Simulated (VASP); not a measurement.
# S (Fd-3m) in VASP: notebook

S is run at these levels: LDA; tasks: single point.

Everything below comes from runs of VASP 6.6.1. Logs are shortened: lines on timing, memory, paths and dates and some standing lists are left out, and cuts for length are marked.

### 1 The cell of the first run

It takes space group Fd-3m (No. 227, cubic). The conventional cell has a = 5.634 Å, b = 5.634 Å, c = 5.634 Å, α = 90.00°, β = 90.00°, γ = 90.00°. S (site symmetry -43m) has 4 S at 2.44 Å within 3.2 Å.

### 2 Single point, LDA

The input, INCAR:

```
SYSTEM = S
ALGO = Normal
EDIFF = 1E-6
ENCUT = 520
ISIF = 2
ISMEAR = -1
LASPH = .True.
LCHARG = .False.
LREAL = .False.
LWAVE = .False.
NBANDS = 13
NELM = 60
PREC = Accurate
SIGMA = 0.05
```

The input, KPOINTS:

```
k-points
0
Gamma
  13 13 13
  0 0 0
```

The input, POSCAR:

```
S
1.0
    0.0000000000      2.8171169965      2.8171169965
    2.8171169965      0.0000000000      2.8171169965
    2.8171169965      2.8171169965      0.0000000000
S
2
Direct
   -0.1250000000     -0.1250000000     -0.1250000000
    0.1250000000      0.1250000000      0.1250000000
```

Potentials or basis: VASP PAW LDA potentials, release 64 (S).

The run is started by

```console
cat potpaw_LDA.64/S/POTCAR > POTCAR
mpirun -np 1 vasp_std > vasp.out
```

OUTCAR:

```text
SYSTEM = S
   EDIFF = 1E-6
   ENCUT = 520
   ISIF = 2
   ISMEAR = -1
   LASPH = .True.
   LREAL = .False.
   NELM = 60
   PREC = Accurate

 ion  position               nearest neighbor table
   1  0.875  0.875  0.875-   2 2.44   2 2.44   2 2.44   2 2.44
   2  0.125  0.125  0.125-   1 2.44   1 2.44   1 2.44   1 2.44

  LATTYP: Found a face centered cubic cell.
 ALAT       =     5.6342339930

  Lattice vectors:

 A1 = (   0.0000000000,   2.8171169965,   2.8171169965)
 A2 = (   2.8171169965,   0.0000000000,   2.8171169965)
 A3 = (   2.8171169965,   2.8171169965,   0.0000000000)

Analysis of symmetry for initial positions (statically):
=====================================================================
 Subroutine PRICEL returns:
 Original cell was already a primitive cell.

 Routine SETGRP: Setting up the symmetry group for a
 face centered cubic supercell.

 Subroutine GETGRP returns: Found 48 space group operations
 (whereof 12 operations were pure point group operations)
 out of a pool of 48 trial point group operations.

The static configuration has the point symmetry D_3d.
 The point group associated with its full space group is O_h .

Analysis of symmetry for dynamics (positions and initial velocities):
=====================================================================
 Subroutine PRICEL returns:
 Original cell was already a primitive cell.

 Routine SETGRP: Setting up the symmetry group for a
 face centered cubic supercell.

 Subroutine GETGRP returns: Found 48 space group operations
 (whereof 12 operations were pure point group operations)
 out of a pool of 48 trial point group operations.

The dynamic configuration has the point symmetry D_3d.
 The point group associated with its full space group is O_h .

 Subroutine INISYM returns: Found 48 space group operations
 (whereof 12 operations are pure point group operations),
 and found     1 'primitive' translations

----------------------------------------------------------------------------------------

                                     Primitive cell

  volume of cell :      44.7141

  direct lattice vectors                    reciprocal lattice vectors
     0.000000000  2.817116996  2.817116996    -0.177486416  0.177486416  0.177486416
     2.817116996  0.000000000  2.817116996     0.177486416 -0.177486416  0.177486416
     2.817116996  2.817116996  0.000000000     0.177486416  0.177486416 -0.177486416

  length of vectors
     3.984005063  3.984005063  3.984005063     0.307415491  0.307415491  0.307415491

  position of ions in fractional coordinates (direct lattice)
     0.875000000  0.875000000  0.875000000
     0.125000000  0.125000000  0.125000000

  ion indices of the primitive-cell ions
   primitive index   ion index
                 1           1
                 2           2

----------------------------------------------------------------------------------------

 KPOINTS: k-points

Automatic generation of k-mesh.
 Grid dimensions read from file:
 generate k-points for:   13   13   13

 Generating k-lattice:

  Cartesian coordinates                     Fractional coordinates (reciprocal lattice)
    -0.013652801  0.013652801  0.013652801     0.076923077  0.000000000  0.000000000
     0.013652801 -0.013652801  0.013652801     0.000000000  0.076923077  0.000000000
     0.013652801  0.013652801 -0.013652801     0.000000000  0.000000000  0.076923077

  Length of vectors
     0.023647345  0.023647345  0.023647345

  Shift w.r.t. Gamma in fractional coordinates (k-lattice)
     0.000000000  0.000000000  0.000000000

 Subroutine IBZKPT returns following result:
 ===========================================

 Found     84 irreducible k-points:

 Following reciprocal coordinates:
            Coordinates               Weight
  0.000000  0.000000  0.000000      1.000000
  0.076923  0.000000  0.000000      8.000000
  0.153846  0.000000  0.000000      8.000000
  0.230769  0.000000  0.000000      8.000000
  0.307692  0.000000  0.000000      8.000000
  0.384615  0.000000  0.000000      8.000000
[... 16 lines left out ...]
  0.384615  0.153846  0.000000     24.000000
  0.461538  0.153846  0.000000     24.000000
 [... further k-points ...]
   k-points           NKPTS =     84   k-points in BZ     NKDIM =     84   number of bands    NBANDS=     13
   number of dos      NEDOS =    301   number of ions     NIONS =      2
   total plane-waves  NPLWV =  27000
   dimension x,y,z NGX =    30 NGY =   30 NGZ =   30
   dimension x,y,z NGXF=    60 NGYF=   60 NGZF=   60
   ions per type =               2
   NGX,Y,Z   is equivalent  to a cutoff of  12.52, 12.52, 12.52 a.u.
   NGXF,Y,Z  is equivalent  to a cutoff of  25.04, 25.04, 25.04 a.u.
 SYSTEM =  S
   PREC   = accura    normal or accurate (medium, high low for compatibility)
   ISTART =      0    job   : 0-new  1-cont  2-samecut
   ICHARG =      2    charge: 1-file 2-atom 10-const
   ISPIN  =      1    spin polarized calculation?
   LNONCOLLINEAR =      F non collinear calculations
   LSORBIT =      F    spin-orbit coupling
   LASPH  =      T    aspherical Exc in radial PAW
   ENCUT  =  520.0 eV  38.22 Ry    6.18 a.u.   7.41  7.41  7.41*2*pi/ulx,y,z
   NELM   =     60;   NELMIN=  2; NELMDL= -5     # of ELM steps
   EDIFF  = 0.1E-05   stopping-criterion for ELM
   LREAL  =      F    real-space projection
[... 7 lines left out ...]
   TEBEG  =    0.0;   TEEND  =   0.0 temperature during run
   PSTRESS=    0.0 pullay stress
   NELECT =      12.0000    total number of electrons
   NUPDOWN=      -1.0000    fix difference up-down
   EMIN   =  10.00;   EMAX   =-10.00  energy-range for DOS
   EFERMI =   0.00;   METHOD = LEGACY
   ISMEAR =    -1;   SIGMA  =   0.05  broadening in eV -4-tet -1-fermi 0-gaus
   EFERMI_NEDOS =   21; number of points for ismear=-14 and -15
   IALGO  =     38    algorithm
   IMIX   =      4    mixing-type and parameters
     AMIX     =   0.40;   BMIX     =  1.00
     AMIX_MAG =   1.60;   BMIX_MAG =  1.00
  volume/ion in A,a.u.               =      22.36       150.87
  Fermi-wavevector in a.u.,A,eV,Ry     =   1.055975  1.995504 15.171632  1.115084
  Thomas-Fermi vector in A             =   2.191194
   LORBIT       =      0    0 simple, 1 ext, 2 COOP (PROOUT), +10 PAW based schemes
   GGA     = CA    functional components
   LHFCALC =     F    Hartree Fock is set to
   AEXX    =    0.0000 exact exchange contribution
   IVDW    =     0    specifies the selected vdW correction
   LEPSILON=     F    determine dielectric tensor
   LRPA    =     F    only Hartree local field effects (RPA)
 non-spin polarized calculation
  energy-cutoff  :      520.00
  volume of cell :       44.71
 maximum number of plane-waves:      1243
 NGX is ok and might be reduce to    30
   NGX = 15   NGY = 15   NGZ = 15

 number of electron      11.9999999 magnetization

 Free energy of the ion-electron system (eV)
  ---------------------------------------------------
  ext. energy  EPLUGINS =         0.00000000
  ---------------------------------------------------
  free energy    TOTEN  =        -7.54365976 eV

  energy without entropy =       -7.52639842  energy(sigma->0) =       -7.53502909

 E-fermi :   4.1410     XC(G=0):  -9.4319

 val. band max:        4.1393022000   @ k =  -0.3846   0.2308   0.0769
 cond. band min:       4.1457382224   @ k =   0.2308   0.1538   0.0769
 fundamental gap:      0.0064360223
 Fermi energy:         4.1410143385

 k-point     1 :       0.0000    0.0000    0.0000
  band No.  band energies     occupation
      1     -12.1540      2.00000
      2      -4.5139      2.00000
      3       0.0109      2.00000
      4       0.0109      2.00000
      5       0.0109      2.00000
      6       3.0839      2.00000
      7       3.0839      2.00000
      8       3.0839      2.00000
      9       9.3930      0.00000
     10      11.7799      0.00000
     11      11.7799      0.00000
     12      14.5664      0.00000
     13      14.5664      0.00000

 k-point     2 :       0.0769    0.0000    0.0000
  band No.  band energies     occupation
      1     -12.1006      2.00000
      2      -4.7251      2.00000
      3      -0.0564      2.00000
      4      -0.0564      2.00000
      5       0.0556      2.00000
      6       3.1854      2.00000
      7       3.1854      2.00000
      8       3.1884      2.00000
      9       9.6093      0.00000
     10      11.6055      0.00000
     11      11.6055      0.00000
     12      14.3888      0.00000
     13      14.9460      0.00000

 k-point     3 :       0.1538    0.0000    0.0000
  band No.  band energies     occupation
      1     -11.9433      2.00000
      2      -5.2675      2.00000
      3      -0.2236      2.00000
      4      -0.2236      2.00000
      5       0.0940      2.00000
      6       3.4425      2.00000
      7       3.4425      2.00000
      8       3.5523      1.99998
      9      10.1555      0.00000
     10      11.3173      0.00000
     11      11.3173      0.00000
     12      14.0706      0.00000
     13      15.8221      0.00000
[... 305 lines left out ...]
 k-point    23 :       0.3846    0.1538    0.0000
  band No.  band energies     occupation
      1     -11.0704      2.00000
      2      -7.2181      2.00000
      3      -1.4577      2.00000
      4      -1.0561      2.00000
      5       1.1276      2.00000
      6       3.4314      2.00000
      7       4.8332      0.00000
      8       5.4162      0.00000
      9      10.2470      0.00000
     10      11.4169      0.00000
     11      12.7308      0.00000
     12      14.6104      0.00000
     13      15.0797      0.00000

 k-point    24 :       0.4615    0.1538    0.0000
  band No.  band energies     occupation
      1     -10.7487      2.00000
      2      -7.7459      2.00000
      3      -1.7073      2.00000
      4      -1.0881      2.00000
      5       1.0497      2.00000
      6       3.8726      1.99073
      7       4.8862      0.00000
      8       5.8911      0.00000
      9      10.5642      0.00000
     10      11.3154      0.00000
     11      12.9614      0.00000
     12      13.9937      0.00000
     13      14.3244      0.00000

 [... further k-points ...]

------------------------ aborting loop because EDIFF is reached ----------------------------------------

  FORCE on cell =-STRESS in cart. coord.  units (eV):
  Direction    XX          YY          ZZ          XY          YZ          ZX
  --------------------------------------------------------------------------------------
  -------------------------------------------------------------------------------------
  Total        0.0038741      0.0038741      0.0038741      0.0000000      0.0000000      0.0000000
  in kB        0.1388159      0.1388159      0.1388159      0.0000000      0.0000000      0.0000000
  external PRESSURE =       0.1388159 kB  Pullay stress =       0.0000000 kB

 VOLUME and BASIS-vectors are now :
 -----------------------------------------------------------------------------
  energy-cutoff  :      520.00
  volume of cell :       44.71
      direct lattice vectors                 reciprocal lattice vectors
     0.000000000  2.817116996  2.817116996    -0.177486416  0.177486416  0.177486416
     2.817116996  0.000000000  2.817116996     0.177486416 -0.177486416  0.177486416
     2.817116996  2.817116996  0.000000000     0.177486416  0.177486416 -0.177486416

 POSITION                                       TOTAL-FORCE (eV/Angst)
 -----------------------------------------------------------------------------------
      4.92995      4.92995      4.92995         0.000000      0.000000      0.000000
      0.70428      0.70428      0.70428        -0.000000     -0.000000     -0.000000
 -----------------------------------------------------------------------------------
    total drift:                               -0.000000      0.000000      0.000000

  FREE ENERGIE OF THE ION-ELECTRON SYSTEM (eV)
  ---------------------------------------------------
  free  energy   TOTEN  =        -7.5436597571 eV

  energy  without entropy=       -7.5263984208  energy(sigma->0) =       -7.53502909
```

Wall time 65 s (1 thread of AMD EPYC 7R13, shared host); peak memory 0.13 GiB.

What came out:

| Property | Result |
| --- | --- |
| Free energy | -7.5437 eV |
| Pressure | 0.0 GPa |
| Band gap on the k mesh | zero (band 6 reaches 4.48 eV, above the bottom of band 7 at 3.08 eV) |

Levels at points of the mesh, in eV from the Fermi level:
```csv
k point,band 2,band 3,band 4,band 5,band 6,band 7,band 8,band 9,band 10,band 11
"(0.00, 0.00, 0.00)",-8.65,-4.13,-4.13,-4.13,-1.06,-1.06,-1.06,5.25,7.64,7.64
```

### 3 Single point, LDA

The input, INCAR:

```
PREC = Accurate
ENCUT = 520
EDIFF = 1E-6
ISMEAR = -1
SIGMA = 0.05
LREAL = False
LASPH = True
NELM = 60
ALGO = Normal
ISIF = 2
LWAVE = False
LCHARG = False
GGA = CA
NBANDS = 13
```

The input, KPOINTS:

```
regular mesh
0
Gamma
  13 13 13
```

POSCAR is that of step 2.

Potentials or basis: VASP PAW LDA potentials, release 64 (S).

The run is started by

```console
cat potpaw_LDA.64/S/POTCAR > POTCAR
mpirun -np 1 vasp_std > vasp.out
```

OUTCAR:

```text
PREC = Accurate
   ENCUT = 520
   EDIFF = 1E-6
   ISMEAR = -1
   LREAL = False
   LASPH = True
   NELM = 60
   ISIF = 2
   GGA = CA

 ion  position               nearest neighbor table
   1  0.875  0.875  0.875-   2 2.44   2 2.44   2 2.44   2 2.44
   2  0.125  0.125  0.125-   1 2.44   1 2.44   1 2.44   1 2.44

  LATTYP: Found a face centered cubic cell.
 ALAT       =     5.6342339930

  Lattice vectors:

 A1 = (   0.0000000000,   2.8171169965,   2.8171169965)
 A2 = (   2.8171169965,   0.0000000000,   2.8171169965)
 A3 = (   2.8171169965,   2.8171169965,   0.0000000000)

Analysis of symmetry for initial positions (statically):
=====================================================================
 Subroutine PRICEL returns:
 Original cell was already a primitive cell.

 Routine SETGRP: Setting up the symmetry group for a
 face centered cubic supercell.

 Subroutine GETGRP returns: Found 48 space group operations
 (whereof 12 operations were pure point group operations)
 out of a pool of 48 trial point group operations.

The static configuration has the point symmetry D_3d.
[... 176 lines left out ...]
      5       0.0109      2.00000
      6       3.0839      2.00000
      7       3.0839      2.00000
      8       3.0839      2.00000
      9       9.3930      0.00000
     10      11.7799      0.00000
     11      11.7799      0.00000
     12      14.5664      0.00000
     13      14.5664      0.00000
[... 354 lines left out ...]
  band No.  band energies     occupation
      1     -10.7487      2.00000
      2      -7.7459      2.00000
      3      -1.7073      2.00000
      4      -1.0881      2.00000
      5       1.0497      2.00000
      6       3.8726      1.99073
      7       4.8862      0.00000
      8       5.8911      0.00000
      9      10.5642      0.00000
     10      11.3154      0.00000
     11      12.9614      0.00000
     12      13.9937      0.00000
     13      14.3244      0.00000

 [... further k-points ...]

------------------------ aborting loop because EDIFF is reached ----------------------------------------

  FORCE on cell =-STRESS in cart. coord.  units (eV):
  Direction    XX          YY          ZZ          XY          YZ          ZX
  --------------------------------------------------------------------------------------
  -------------------------------------------------------------------------------------
  Total        0.0038741      0.0038741      0.0038741      0.0000000      0.0000000      0.0000000
  in kB        0.1388159      0.1388159      0.1388159      0.0000000      0.0000000      0.0000000
  external PRESSURE =       0.1388159 kB  Pullay stress =       0.0000000 kB

 VOLUME and BASIS-vectors are now :
 -----------------------------------------------------------------------------
  energy-cutoff  :      520.00
  volume of cell :       44.71
      direct lattice vectors                 reciprocal lattice vectors
     0.000000000  2.817116996  2.817116996    -0.177486416  0.177486416  0.177486416
     2.817116996  0.000000000  2.817116996     0.177486416 -0.177486416  0.177486416
     2.817116996  2.817116996  0.000000000     0.177486416  0.177486416 -0.177486416

 POSITION                                       TOTAL-FORCE (eV/Angst)
 -----------------------------------------------------------------------------------
      4.92995      4.92995      4.92995         0.000000      0.000000      0.000000
      0.70428      0.70428      0.70428        -0.000000     -0.000000     -0.000000
 -----------------------------------------------------------------------------------
    total drift:                               -0.000000      0.000000      0.000000

  FREE ENERGIE OF THE ION-ELECTRON SYSTEM (eV)
  ---------------------------------------------------
  free  energy   TOTEN  =        -7.5436597571 eV

  energy  without entropy=       -7.5263984208  energy(sigma->0) =       -7.53502909
```

It took 78 s on 1 thread of AMD EPYC 7R13, shared host; peak memory 0.13 GiB.

Results:

| Property | Result |
| --- | --- |
| Free energy | -7.5437 eV |
| Pressure | 0.0 GPa |
| Band gap on the k mesh | zero (band 6 reaches 4.48 eV, above the bottom of band 7 at 3.08 eV) |
